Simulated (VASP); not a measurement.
Runs of VASP 6.6.1 on TiO2. The structure is that of space group I4_1/amd (No. 141), or close to it. The cells are those of the table. 

```csv
task,cell,cutoff (eV),gap on the mesh (eV),pressure (GPa),largest force (eV/Å)
single point,"a = 5.404 Å, angles 139.1, 139.1, 59.2°, 6 atoms",520,(c),16.7,0.18
relaxation of shape and atoms at fixed volume,"relaxed from a = 5.346 Å, angles 139.1, 139.1, 59.2°, 6 atoms",600,2.45,21.0,-
single point,"a = 5.194 Å, angles 137.7, 137.7, 61.3°, 6 atoms",520,2.52,31.7,0.21
single point,"a = 5.304 Å, angles 138.5, 138.5, 60.1°, 6 atoms",520,2.62,23.9,(a)
single point,"a = 5.498 Å, angles 139.6, 139.6, 58.4°, 6 atoms",520,2.70,(d),(b)
```

Alike in all rows: level PBE+U; potentials or basis VASP PAW PBE potentials, release 64 (Ti_sv, O); no spin polarisation; Ti d U = 4.0 eV; k mesh 8 × 8 × 8; smearing gaussian 0.02 eV.

Fill in the values left out.

(a) 0.20; (b) 0.16; (c) 2.67; (d) 10.1.

A k mesh can miss the band edges.
